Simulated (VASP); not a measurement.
# Sb (Pm-3m) in VASP: further runs

Sb is run at these levels: LDA; tasks: single point.

All numbers are computed with VASP 6.6.1; they aren't measurements. Logs are shortened: lines on timing, memory, paths and dates and some standing lists are left out, and cuts for length are marked.

### Step 1. The cell of the first run

Symmetry: Pm-3m, No. 221, cubic system. Conventional cell: a = 3.181 Å, b = 3.181 Å, c = 3.181 Å, α = 90.00°, β = 90.00°, γ = 90.00°. Within 4.2 Å of Sb (site symmetry m-3m) lie 6 Sb at 3.18 Å.

### Step 2. Single point, LDA

INCAR

```
PREC     = Accurate       # precision mode
ENCUT    = 500            # plane-wave cutoff, eV
EDIFF    = 1E-6           # SCF threshold, eV
ISMEAR   = -1             # smearing method
SIGMA    = 0.1            # smearing width, eV
LREAL    = F              # projectors in reciprocal space
LASPH    = T              # aspherical terms in the spheres
NELM     = 120            # most SCF steps
ALGO     = Normal         # electronic algorithm
ISIF     = 2              # what is computed and relaxed
LWAVE    = F              # write WAVECAR
LCHARG   = F              # write CHGCAR
NBANDS   = 8              # bands
GGA_COMPAT= F
```

KPOINTS

```
Automatic mesh
0
Gamma
  7 7 7
```

POSCAR

```
Sb
1.0
    3.1809277622      0.0000000000      0.0000000000
    0.0000000000      3.1809277622      0.0000000000
    0.0000000000      0.0000000000      3.1809277622
Sb
1
Direct
    0.0000000000      0.0000000000      0.0000000000
```

Potentials or basis: VASP PAW LDA potentials, release 64 (Sb).

Started as:

```bash
cat potpaw_LDA.64/Sb/POTCAR > POTCAR
mpirun -np 1 vasp_std > vasp.out
```

OUTCAR:

```text
PREC = Accurate
   ENCUT = 500
   EDIFF = 1E-6
   ISMEAR = -1
   LREAL = F
   LASPH = T
   NELM = 120
   ISIF = 2

 ion  position               nearest neighbor table
   1  0.000  0.000  0.000-

  LATTYP: Found a simple cubic cell.
 ALAT       =     3.1809277622

  Lattice vectors:

 A1 = (   3.1809277622,   0.0000000000,   0.0000000000)
 A2 = (   0.0000000000,   3.1809277622,   0.0000000000)
 A3 = (   0.0000000000,   0.0000000000,   3.1809277622)

Analysis of symmetry for initial positions (statically):
=====================================================================
 Subroutine PRICEL returns:
 Original cell was already a primitive cell.

 Routine SETGRP: Setting up the symmetry group for a
 simple cubic supercell.

 Subroutine GETGRP returns: Found 48 space group operations
 (whereof 48 operations were pure point group operations)
 out of a pool of 48 trial point group operations.

The static configuration has the point symmetry O_h .

Analysis of symmetry for dynamics (positions and initial velocities):
=====================================================================
 Subroutine PRICEL returns:
 Original cell was already a primitive cell.

 Routine SETGRP: Setting up the symmetry group for a
 simple cubic supercell.

 Subroutine GETGRP returns: Found 48 space group operations
 (whereof 48 operations were pure point group operations)
 out of a pool of 48 trial point group operations.

The dynamic configuration has the point symmetry O_h .

 Subroutine INISYM returns: Found 48 space group operations
 (whereof 48 operations are pure point group operations),
 and found     1 'primitive' translations

----------------------------------------------------------------------------------------

                                     Primitive cell

  volume of cell :      32.1856

  direct lattice vectors                    reciprocal lattice vectors
     3.180927762  0.000000000  0.000000000     0.314373691  0.000000000  0.000000000
     0.000000000  3.180927762  0.000000000     0.000000000  0.314373691  0.000000000
     0.000000000  0.000000000  3.180927762     0.000000000  0.000000000  0.314373691

  length of vectors
     3.180927762  3.180927762  3.180927762     0.314373691  0.314373691  0.314373691

  position of ions in fractional coordinates (direct lattice)
     0.000000000  0.000000000  0.000000000

  ion indices of the primitive-cell ions
   primitive index   ion index
                 1           1

----------------------------------------------------------------------------------------

 KPOINTS: Automatic mesh

Automatic generation of k-mesh.
 Grid dimensions read from file:
 generate k-points for:    7    7    7

 Generating k-lattice:

  Cartesian coordinates                     Fractional coordinates (reciprocal lattice)
     0.044910527  0.000000000  0.000000000     0.142857143  0.000000000  0.000000000
     0.000000000  0.044910527  0.000000000     0.000000000  0.142857143  0.000000000
     0.000000000  0.000000000  0.044910527     0.000000000  0.000000000  0.142857143

  Length of vectors
     0.044910527  0.044910527  0.044910527

  Shift w.r.t. Gamma in fractional coordinates (k-lattice)
     0.000000000  0.000000000  0.000000000

 Subroutine IBZKPT returns following result:
 ===========================================

 Found     20 irreducible k-points:

 Following reciprocal coordinates:
            Coordinates               Weight
  0.000000  0.000000  0.000000      1.000000
  0.142857  0.000000  0.000000      6.000000
  0.285714  0.000000  0.000000      6.000000
  0.428571  0.000000  0.000000      6.000000
  0.142857  0.142857  0.000000     12.000000
  0.285714  0.142857  0.000000     24.000000
[... 12 lines left out ...]
  0.428571  0.428571  0.285714     24.000000
  0.428571  0.428571  0.428571      8.000000
   k-points           NKPTS =     20   k-points in BZ     NKDIM =     20   number of bands    NBANDS=      8
   number of dos      NEDOS =    301   number of ions     NIONS =      1
   total plane-waves  NPLWV =  13824
   dimension x,y,z NGX =    24 NGY =   24 NGZ =   24
   dimension x,y,z NGXF=    48 NGYF=   48 NGZF=   48
   ions per type =               1
   NGX,Y,Z   is equivalent  to a cutoff of  12.54, 12.54, 12.54 a.u.
   NGXF,Y,Z  is equivalent  to a cutoff of  25.09, 25.09, 25.09 a.u.
 SYSTEM =  unknown system
   PREC   = accura    normal or accurate (medium, high low for compatibility)
   ISTART =      0    job   : 0-new  1-cont  2-samecut
   ICHARG =      2    charge: 1-file 2-atom 10-const
   ISPIN  =      1    spin polarized calculation?
   LNONCOLLINEAR =      F non collinear calculations
   LSORBIT =      F    spin-orbit coupling
   LASPH  =      T    aspherical Exc in radial PAW
   ENCUT  =  500.0 eV  36.75 Ry    6.06 a.u.   5.80  5.80  5.80*2*pi/ulx,y,z
   NELM   =    120;   NELMIN=  2; NELMDL= -5     # of ELM steps
   EDIFF  = 0.1E-05   stopping-criterion for ELM
   LREAL  =      F    real-space projection
   EDIFFG = 0.1E-04   stopping-criterion for IOM
   NSW    =      0    number of steps for IOM
   IBRION =     -1    ionic relax: 0-MD 1-quasi-New 2-CG
   NFREE  =      0    steps in history (QN), initial steepest desc. (CG)
   ISIF   =      2    stress and relaxation
   ISYM   =      2    0-nonsym 1-usesym 2-fastsym
   POTIM  = 0.5000    time-step for ionic-motion
   TEBEG  =    0.0;   TEEND  =   0.0 temperature during run
   PSTRESS=    0.0 pullay stress
   NELECT =       5.0000    total number of electrons
   NUPDOWN=      -1.0000    fix difference up-down
   EMIN   =  10.00;   EMAX   =-10.00  energy-range for DOS
   EFERMI =   0.00;   METHOD = LEGACY
   ISMEAR =    -1;   SIGMA  =   0.10  broadening in eV -4-tet -1-fermi 0-gaus
   EFERMI_NEDOS =   21; number of points for ismear=-14 and -15
   IALGO  =     38    algorithm
   IMIX   =      4    mixing-type and parameters
     AMIX     =   0.40;   BMIX     =  1.00
     AMIX_MAG =   1.60;   BMIX_MAG =  1.00
  volume/ion in A,a.u.               =      32.19       217.20
  Fermi-wavevector in a.u.,A,eV,Ry     =   0.880057  1.663067 10.537728  0.774501
  Thomas-Fermi vector in A             =   2.000366
   LORBIT       =      0    0 simple, 1 ext, 2 COOP (PROOUT), +10 PAW based schemes
   GGA     = CA    functional components
   LHFCALC =     F    Hartree Fock is set to
   AEXX    =    0.0000 exact exchange contribution
   IVDW    =     0    specifies the selected vdW correction
   LEPSILON=     F    determine dielectric tensor
   LRPA    =     F    only Hartree local field effects (RPA)
 non-spin polarized calculation
  energy-cutoff  :      500.00
  volume of cell :       32.19
 maximum number of plane-waves:       829
 NGX is ok and might be reduce to    24
   NGX = 11   NGY = 11   NGZ = 11

 number of electron       5.0000001 magnetization

 Free energy of the ion-electron system (eV)
  ---------------------------------------------------
  ext. energy  EPLUGINS =         0.00000000
  ---------------------------------------------------
  free energy    TOTEN  =        -4.73771576 eV

  energy without entropy =       -4.72096525  energy(sigma->0) =       -4.72934051

 E-fermi :   5.8853     XC(G=0):  -9.4894

 val. band max:        5.5881881291   @ k =   0.4286   0.2857   0.1429
 cond. band min:       5.9036945625   @ k =   0.2857   0.2857   0.2857
 fundamental gap:      0.3155064335
 Fermi energy:         5.8852882365

 k-point     1 :       0.0000    0.0000    0.0000
  band No.  band energies     occupation
      1      -5.7856      2.00000
      2       9.0950      0.00000
      3       9.0950      0.00000
      4       9.0950      0.00000
      5      12.8962      0.00000
      6      12.8962      0.00000
      7      13.7929      0.00000
      8      22.2290      0.00000

 k-point     2 :       0.1429    0.0000    0.0000
  band No.  band energies     occupation
      1      -5.5165      2.00000
      2       6.6761      0.00074
      3       9.3503      0.00000
      4       9.3503      0.00000
      5      13.1142      0.00000
      6      13.6734      0.00000
      7      16.0294      0.00000
      8      20.8237      0.00000

 k-point     3 :       0.2857    0.0000    0.0000
  band No.  band energies     occupation
      1      -4.7603      2.00000
      2       3.5472      2.00000
      3      10.0205      0.00000
      4      10.0205      0.00000
      5      13.7395      0.00000
      6      14.4671      0.00000
      7      18.7508      0.00000
      8      18.7508      0.00000

 k-point     4 :       0.4286    0.0000    0.0000
  band No.  band energies     occupation
      1      -3.8382      2.00000
      2       1.3585      2.00000
      3      10.7183      0.00000
      4      10.7183      0.00000
      5      14.5591      0.00000
      6      15.7567      0.00000
      7      17.2798      0.00000
      8      17.2798      0.00000

 k-point     5 :       0.1429    0.1429    0.0000
  band No.  band energies     occupation
      1      -5.2472      2.00000
      2       6.8476      0.00013
      3       7.0278      0.00002
      4       9.6060      0.00000
      5      13.6003      0.00000
      6      15.8940      0.00000
      7      16.3403      0.00000
      8      18.8436      0.00000

 k-point     6 :       0.2857    0.1429    0.0000
  band No.  band energies     occupation
      1      -4.4903      2.00000
      2       3.8064      2.00000
      3       7.6498      0.00000
      4      10.2769      0.00000
      5      14.2496      0.00000
      6      15.5192      0.00000
      7      17.2278      0.00000
      8      18.9363      0.00000

 k-point     7 :       0.4286    0.1429    0.0000
  band No.  band energies     occupation
      1      -3.5661      2.00000
      2       1.6164      2.00000
      3       8.4485      0.00000
      4      10.9755      0.00000
      5      13.7763      0.00000
      6      15.3929      0.00000
      7      17.4803      0.00000
      8      17.5077      0.00000
[... 89 lines left out ...]
 k-point    16 :       0.4286    0.4286    0.1429
  band No.  band energies     occupation
      1      -1.5531      2.00000
      2       3.2899      2.00000
      3       3.4035      2.00000
      4       9.3447      0.00000
      5      10.2203      0.00000
      6      15.6753      0.00000
      7      15.8202      0.00000
      8      19.4450      0.00000

 k-point    17 :       0.2857    0.2857    0.2857
  band No.  band energies     occupation
      1      -2.6921      2.00000
      2       5.2937      1.99462
      3       5.2937      1.99462
      4       5.9037      0.90823
      5      13.2922      0.00000
      6      14.1676      0.00000
      7      14.1676      0.00000
      8      20.4110      0.00000

 k-point    18 :       0.4286    0.2857    0.2857
  band No.  band energies     occupation
      1      -1.7423      2.00000
      2       3.2538      2.00000
      3       6.0106      0.44441
      4       6.6093      0.00143
      5      11.5748      0.00000
      6      12.4328      0.00000
      7      14.8357      0.00000
      8      18.5590      0.00000

 k-point    19 :       0.4286    0.4286    0.2857
  band No.  band energies     occupation
      1      -0.7567      2.00000
      2       3.9496      2.00000
      3       4.0782      2.00000
      4       7.1122      0.00001
      5      10.1005      0.00000
      6      12.9644      0.00000
      7      13.1303      0.00000
      8      16.5578      0.00000

 k-point    20 :       0.4286    0.4286    0.4286
  band No.  band energies     occupation
      1       0.2814      2.00000
      2       4.6488      1.99999
      3       4.6488      1.99999
      4       4.9592      1.99981
      5      10.9237      0.00000
      6      11.3948      0.00000
      7      11.3948      0.00000
      8      14.4192      0.00000

------------------------ aborting loop because EDIFF is reached ----------------------------------------

  FORCE on cell =-STRESS in cart. coord.  units (eV):
  Direction    XX          YY          ZZ          XY          YZ          ZX
  --------------------------------------------------------------------------------------
  -------------------------------------------------------------------------------------
  Total       -1.3078430     -1.3078430     -1.3078430     -0.0000000      0.0000000      0.0000000
  in kB      -65.1035668    -65.1035668    -65.1035668     -0.0000000      0.0000000      0.0000000
  external PRESSURE =     -65.1035668 kB  Pullay stress =       0.0000000 kB

 VOLUME and BASIS-vectors are now :
 -----------------------------------------------------------------------------
  energy-cutoff  :      500.00
  volume of cell :       32.19
      direct lattice vectors                 reciprocal lattice vectors
     3.180927762  0.000000000  0.000000000     0.314373691  0.000000000  0.000000000
     0.000000000  3.180927762  0.000000000     0.000000000  0.314373691  0.000000000
     0.000000000  0.000000000  3.180927762     0.000000000  0.000000000  0.314373691

 POSITION                                       TOTAL-FORCE (eV/Angst)
 -----------------------------------------------------------------------------------
      0.00000      0.00000      0.00000         0.000000      0.000000      0.000000
 -----------------------------------------------------------------------------------
    total drift:                               -0.000000      0.000000      0.000000

  FREE ENERGIE OF THE ION-ELECTRON SYSTEM (eV)
  ---------------------------------------------------
  free  energy   TOTEN  =        -4.7377157636 eV

  energy  without entropy=       -4.7209652466  energy(sigma->0) =       -4.72934051
```

It took 2.7 s on 1 thread of Intel Xeon 6975P-C, shared host; peak memory 0.12 GiB.

Results:

| Item | Value |
| --- | --- |
| Free energy | -4.7377 eV |
| Pressure | -6.5 GPa |

Levels at points of the mesh, in eV from the Fermi level:
| k point | band 1 | band 2 | band 3 | band 4 | band 5 |
| --- | --- | --- | --- | --- | --- |
| (0.00, 0.00, 0.00) | -11.67 | 3.21 | 3.21 | 3.21 | 7.01 |

Caveat: spin-orbit coupling is left out, which moves the levels of the heavy elements.

### Step 3. Single point, LDA

This run uses another cell than the first one, of 32.82 Å³/atom, 1.020 times its volume.

INCAR is that of step 2.

KPOINTS is that of step 2.

POSCAR

```
Sb
1.0
    3.2015837161      0.0000000000      0.0000000000
    0.0000000000      3.2015837161      0.0000000000
    0.0000000000      0.0000000000      3.2015837161
Sb
1
Direct
    0.0000000000      0.0000000000      0.0000000000
```

Potentials or basis: VASP PAW LDA potentials, release 64 (Sb).

Started as:

```bash
cat potpaw_LDA.64/Sb/POTCAR > POTCAR
mpirun -np 1 vasp_std > vasp.out
```

Run time: 2.6 s. Hardware: 1 thread of Intel Xeon 6975P-C, shared host; peak memory 0.12 GiB.

Results (log left out):

```yaml
Free_energy: -4.7108 eV
Pressure: -7.1 GPa
```

Levels at points of the mesh, in eV from the Fermi level:
| k point | band 1 | band 2 | band 3 | band 4 | band 5 |
| --- | --- | --- | --- | --- | --- |
| (0.00, 0.00, 0.00) | -11.54 | 3.16 | 3.16 | 3.16 | 6.99 |

Caveat: spin-orbit coupling is left out, which moves the levels of the heavy elements.

### Step 4. Single point, LDA

This run uses another cell than the first one, of 33.45 Å³/atom, 1.039 times its volume.

INCAR

```
ALGO     = Normal         # electronic algorithm
EDIFF    = 1E-6           # SCF threshold, eV
ENCUT    = 500            # plane-wave cutoff, eV
GGA_COMPAT= F            
ISIF     = 2              # what is computed and relaxed
ISMEAR   = -1             # smearing method
LASPH    = T              # aspherical terms in the spheres
LCHARG   = T              # write CHGCAR
LELF     = T              # ELF
LREAL    = F              # projectors in reciprocal space
LVHAR    = T            
LWAVE    = F              # write WAVECAR
NBANDS   = 8              # bands
NELM     = 120            # most SCF steps
PREC     = Accurate       # precision mode
SIGMA    = 0.1            # smearing width, eV
```

KPOINTS

```
k-points
0
Gamma
  7 7 7
```

POSCAR

```
Sb
1.0
    3.2219765189      0.0000000000      0.0000000000
    0.0000000000      3.2219765189      0.0000000000
    0.0000000000      0.0000000000      3.2219765189
Sb
1
Direct
    0.0000000000      0.0000000000      0.0000000000
```

Started as:

```bash
cat potpaw_LDA.64/Sb/POTCAR > POTCAR
mpirun -np 1 vasp_std > vasp.out
```

Wall time 3.4 s (1 thread of Intel Xeon 6975P-C, shared host); peak memory 0.12 GiB.

The run converged. Its results:

* Free energy: -4.6816 eV
* Pressure: -7.7 GPa

Levels at points of the mesh, in eV from the Fermi level:
```
           k point  band 1  band 2  band 3  band 4  band 5  band 6  band 7
(0.00, 0.00, 0.00)  -11.41    3.11    3.11    3.11    6.98    6.98    7.68
```

Caveat: spin-orbit coupling is left out, which moves the levels of the heavy elements.

### Step 5. Overview

```csv
cell,gap on the mesh (eV),pressure (GPa)
"a = 3.181 Å, 1 atom",none,-6.5
"a = 3.202 Å, 1 atom",none,-7.1
"a = 3.222 Å, 1 atom",none,-7.7
```

Alike in all rows: task single point; level LDA; potentials or basis VASP PAW LDA potentials, release 64 (Sb); no spin polarisation; k mesh 7 × 7 × 7; cutoff (eV) 500; smearing fermi-dirac 0.1 eV.

Caveats: spin-orbit coupling is left out, which moves the levels of the heavy elements.

Absolute energies hang on the potentials; compare differences alone.
